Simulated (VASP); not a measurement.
## C: single point with PBE

The system is C.

```
CELL_PARAMETERS angstrom
0.00000 1.81848 1.81848
1.81848 0.00000 1.81848
1.81848 1.81848 0.00000
ATOMIC_POSITIONS crystal
C 0.00000 0.00000 0.00000
C 0.25000 0.25000 0.25000
```

| Quantity | Value |
| --- | --- |
| Program | VASP 6.6.1 |
| Task | single point |
| Functional | PBE |
| Potentials or basis | VASP PAW PBE potentials, release 64 (C) |
| Cutoff | 600 eV |
| k mesh | 4 × 4 × 4 |
| Occupations | gaussian, width 0.01 eV |
| Spin | no spin polarisation |

```json
{
 "Pressure": "-20.5 GPa",
 "Band gap on the k mesh": "4.29 eV, indirect (least direct gap 5.42 eV)"
}
```

Levels at points of the mesh, in eV from the valence-band top:
```tsv
k point	band 1	band 2	band 3	band 4	band 5	band 6	band 7	band 8
(0.00, 0.00, 0.00)	-20.72	0.00	0.00	0.00	5.42	5.42	5.42	12.02
(0.50, 0.00, 0.00)	-15.27	-12.75	-2.65	-2.65	8.07	8.20	8.20	15.14
(0.50, 0.50, 0.00)	-12.37	-12.37	-5.96	-5.96	4.62	4.62	15.94	15.94
```

It took 1.7 s on 1 thread of Intel(R) Xeon(R) Platinum 8488C (Sapphire Rapids), with other jobs on the host, peak memory 0.12 GiB.

Caveat: the k points lie up to 0.75 Å⁻¹ apart. A hybrid or GW would open this gap; PBE tends to underestimate it.
